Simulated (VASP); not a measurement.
# Pb31S32 (a cell with a defect) in VASP: a series of runs, part 2 of 2

VASP 6.6.1. The steps go on from the part before.

### Step 3. Relaxation of the atoms, PBEsol

INCAR reads:

```
  PREC = Accurate
  ENCUT = 450
  EDIFF = 1E-7
  ISMEAR = -1
  SIGMA = 0.05
  LREAL = Auto
  LASPH = T
  NELM = 120
  ALGO = Normal
  ISIF = 2
  LWAVE = F
  LCHARG = F
  GGA = PS
  IBRION = 2
  NSW = 100
  EDIFFG = -0.03
  NELECT = 628.0
  ISYM = -1
  GGA_COMPAT = F
  NELMIN = 4
  KPAR = 1
```

KPOINTS reads:

```
explicit points
1
Reciprocal
  0.25000000   0.25000000   0.25000000 1
```

POSCAR reads:

```
Pb31S32
1.0
   11.8000000000      0.0000000000      0.0000000000
    0.0000000000     11.8000000000      0.0000000000
    0.0000000000      0.0000000000     11.8000000000
S Pb
32 31
Direct
    0.2506640000      0.9997250000      0.9984450000
    0.2505830000      0.0004320000      0.5000770000
    0.2495090000      0.4992310000      0.0011210000
    0.2482890000      0.5022160000      0.5009330000
    0.7504480000      0.0002950000      0.9992270000
    0.7479700000      0.9991640000      0.4995670000
    0.7506750000      0.4991480000      0.0006880000
    0.7509770000      0.4984570000      0.4995110000
    0.0004250000      0.2482650000      0.9992740000
    0.9989520000      0.2532410000      0.5001060000
    0.0012380000      0.7497260000      0.9999740000
    0.9990250000      0.7482160000      0.4969520000
    0.5002650000      0.2508870000      0.9996860000
    0.5001840000      0.2486490000      0.5017020000
    0.5000300000      0.7511250000      0.9984430000
    0.5003340000      0.7478680000      0.5017310000
    0.9962090000      0.9986120000      0.2505970000
    0.0017840000      0.9959120000      0.7512180000
    0.9994650000      0.4982970000      0.2486490000
    0.9991390000      0.5007030000      0.7508380000
    0.5042650000      0.9981010000      0.2473600000
    0.5000030000      0.0005550000      0.7495560000
    0.5042340000      0.5017520000      0.2535380000
    0.5025190000      0.5016950000      0.7508060000
    0.2488660000      0.2496000000      0.2516240000
    0.2474660000      0.2489340000      0.7482830000
    0.2514560000      0.7498340000      0.2470740000
    0.2497850000      0.7501280000      0.7515790000
    0.7521040000      0.2476850000      0.2480270000
    0.7507380000      0.2518200000      0.7488530000
    0.7494640000      0.7476690000      0.2523170000
    0.7496450000      0.7546180000      0.7526820000
    0.0020160000      0.9997180000      0.0014720000
    0.0019690000      0.0001410000      0.4990410000
    0.0023860000      0.5019720000      0.0009070000
    0.0018210000      0.5010830000      0.5035280000
    0.4971260000      0.0017160000      0.9970670000
    0.4996540000      0.0006440000      0.5011890000
    0.4985560000      0.4987170000      0.9995570000
    0.2522550000      0.2497440000      0.0009020000
    0.2510770000      0.2502770000      0.5005050000
    0.2518220000      0.7468050000      0.9978240000
    0.2487970000      0.7534070000      0.4995310000
    0.7523490000      0.2485310000      0.0027230000
    0.7475540000      0.2517370000      0.5012640000
    0.7511510000      0.7499970000      0.0001780000
    0.7505820000      0.7490180000      0.4985670000
    0.2500610000      0.0008600000      0.2506390000
    0.2487390000      0.0006630000      0.7505500000
    0.2495340000      0.5008250000      0.2501870000
    0.2463810000      0.4995920000      0.7511000000
    0.7540950000      0.0008250000      0.2481070000
    0.7504220000      0.0001850000      0.7522480000
    0.7517940000      0.5009450000      0.2500190000
    0.7539410000      0.5022720000      0.7513990000
    0.0008170000      0.2477630000      0.2518220000
    0.0004870000      0.2507570000      0.7487070000
    0.9989590000      0.7520790000      0.2523610000
    0.0007250000      0.7476050000      0.7511430000
    0.4990460000      0.2500140000      0.2499490000
    0.4987240000      0.2526120000      0.7508150000
    0.4975930000      0.7519450000      0.2501370000
    0.5006020000      0.7499840000      0.7500240000
```

Potentials or basis: VASP PAW PBE potentials, release 64 (S, Pb_d).

Started as:

```console
$ cat potpaw_PBE.64/S/POTCAR potpaw_PBE.64/Pb_d/POTCAR > POTCAR
$ mpirun -np 8 vasp_std > vasp.out
```

Wall time 20 min (8 MPI ranks of Intel Xeon Platinum 8259CL at 2.50GHz (Skylake/Cascade Lake), shared host); peak memory 0.41 GiB.

The run converged. Its results:

* Free energy: -286.4351 eV
* Energy gained by relaxing: 9.5 meV/atom
* Ionic steps: 6
* Largest force after relaxing: 0.029 eV/Å

Forces on the atoms (eV/Å):
```
S    0.009  0.007  0.007
S    0.008 -0.002  0.003
S    0.002  0.002 -0.001
S    0.007 -0.004  0.005
S   -0.008  0.001  0.004
S    0.003  0.006  0.001
S    0.004 -0.002 -0.002
S   -0.012 -0.003 -0.001
S    0.005  0.009  0.009
S    0.010  0.002  0.005
S   -0.002 -0.001  0.011
S   -0.004 -0.009  0.006
S   -0.002 -0.006  0.000
S    0.008  0.018  0.003
S   -0.007 -0.002 -0.012
S   -0.006  0.003  0.000
S   -0.008  0.011  0.003
S   -0.002  0.000 -0.014
S   -0.009  0.007 -0.004
S   -0.015  0.018  0.006
S    0.004  0.006  0.004
S   -0.009 -0.011  0.013
S    0.001  0.005  0.005
S   -0.008 -0.011 -0.016
S   -0.002  0.000  0.006
S    0.002  0.001  0.006
S   -0.003  0.011 -0.001
S   -0.006  0.007  0.011
S    0.011  0.004  0.004
S    0.007 -0.025  0.013
S    0.005  0.015 -0.017
S    0.001 -0.013 -0.012
Pb   0.000 -0.003 -0.010
Pb   0.001 -0.001  0.005
Pb  -0.001 -0.006 -0.008
Pb   0.002 -0.007 -0.005
Pb   0.009 -0.005  0.015
Pb  -0.010  0.006 -0.005
Pb   0.001  0.003 -0.009
Pb   0.000  0.004  0.002
Pb   0.002 -0.001  0.002
Pb  -0.009  0.020  0.010
Pb   0.003 -0.014  0.006
Pb  -0.016  0.006 -0.003
Pb   0.015 -0.012 -0.007
Pb  -0.004 -0.003 -0.005
Pb  -0.001  0.003 -0.004
Pb  -0.006  0.002 -0.005
Pb  -0.003 -0.002  0.007
Pb  -0.005 -0.002 -0.001
Pb   0.009  0.008  0.004
Pb   0.001 -0.003  0.001
Pb   0.004 -0.015 -0.005
Pb   0.015  0.001 -0.008
Pb  -0.011 -0.016 -0.007
Pb   0.003  0.011 -0.004
Pb   0.006  0.000  0.008
Pb   0.003 -0.009 -0.010
Pb  -0.003  0.007 -0.007
Pb   0.010 -0.006  0.007
Pb   0.001 -0.020 -0.001
Pb   0.013  0.006 -0.003
Pb  -0.011  0.001 -0.002
```

The path:
```tsv
step	energy change (eV)	largest force (eV/Å)	pressure (GPa)
1	0.0000	0.7599	1.65
2	-0.2949	0.5384	1.64
3	-0.5685	0.1641	1.70
4	-0.5840	0.1228	1.70
5	-0.5988	0.0397	1.69
6	-0.6012	0.0288	1.69
```

Levels at points of the mesh, in eV from the Fermi level:
```tsv
k point	band 312	band 313	band 314	band 315	band 316	band 317
(0.25, 0.25, 0.25)	-0.80	-0.80	-0.80	0.75	0.89	0.95
```

Caveat: the cell carries a net charge on a neutralising background, which shifts energy and pressure; the cell is charged against a uniform background, so pressure and absolute levels hang on convention; the PAW data sets were made with another functional, which shifts forces and pressure a little; spin-orbit coupling is left out, which moves the levels of the heavy elements.
